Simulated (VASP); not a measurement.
Al, 1 atom in the cell. Symmetry: Fm-3m, No. 225, cubic system. Conventional cell: a = 4.103 Å, b = 4.103 Å, c = 4.103 Å, α = 90.00°, β = 90.00°, γ = 90.00°. Within 3.8 Å of Al (site symmetry m-3m) lie 12 Al at 2.90 Å. 

| Item | Value |
| --- | --- |
| Program | VASP 6.6.1 |
| Task | single point |
| Functional | revPBE |
| Potentials or basis | VASP PAW PBE potentials, release 64 (Al) |
| Cutoff | 520 eV |
| k mesh | 11 × 11 × 11 |
| Occupations | fermi-dirac, width 0.05 eV |
| Spin | no spin polarisation |
| Dipole correction | no |
| Further INCAR settings | ALGO = Normal; EDIFF = 1e-06; NBANDS = 8 |

Potentials or basis: VASP PAW PBE potentials, release 64 (Al).

Launch:

```bash
$ cat potpaw_PBE.64/Al/POTCAR > POTCAR
$ mpirun -np 1 vasp_std > vasp.out
```

Hardware: 1 thread of Intel(R) Xeon(R) 6975P-C (Granite Rapids) (shared host).

Task: Estimate the wall time of this run.

Result: Wall time 3.5 s on 1 thread of Intel(R) Xeon(R) 6975P-C (Granite Rapids), with other jobs on the host, peak memory 0.12 GiB. Counts: scf iterations 10, k points 56.
